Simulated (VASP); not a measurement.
# MgF2: single point with LDA

The system is MgF2.

```
CELL_PARAMETERS angstrom
4.59028 0.00000 0.00000
0.00000 4.59028 0.00000
0.00000 0.00000 2.99566
ATOMIC_POSITIONS crystal
Mg 0.00000 0.00000 0.00000
Mg 0.50000 0.50000 0.50000
F 0.30280 0.30280 0.00000
F 0.19720 0.80280 0.50000
F 0.69720 0.69720 0.00000
F 0.80280 0.19720 0.50000
```

This cell differs from its parent crystal: volume scaled by 0.98.

```yaml
Program: VASP 6.6.1
Task: single point
Functional: LDA
Potentials_or_basis: VASP PAW LDA potentials, release 64 (Mg, F)
Cutoff: 600 eV
k_mesh: 5 × 5 × 7
Occupations: fermi-dirac, width 0.02 eV
Spin: no spin polarisation
```

| Quantity | Value |
| --- | --- |
| Pressure | -3.0 GPa |
| Largest force | 0.015 eV/Å |
| Band gap on the k mesh | 7.01 eV, direct |

Forces on the atoms (eV/Å):
```
Mg   0.000  0.000  0.000
Mg   0.000  0.000  0.000
F   -0.011 -0.011  0.000
F    0.011 -0.011  0.000
F    0.011  0.011  0.000
F   -0.011  0.011  0.000
```

Stress tensor (GPa, compression positive):
```
-3.60  0.00  0.00
 0.00 -3.60  0.00
 0.00  0.00 -1.68
```

Levels at points of the mesh, in eV from the valence-band top:
| k point | band 14 | band 15 | band 16 | band 17 | band 18 | band 19 |
| --- | --- | --- | --- | --- | --- | --- |
| (0.00, 0.00, 0.00) | -0.34 | -0.34 | 0.00 | 7.01 | 12.09 | 12.09 |

Wall time 21 s on 1 thread of AMD EPYC 9R45 96-Core Processor (Zen 5), on a shared host, peak memory 0.15 GiB.
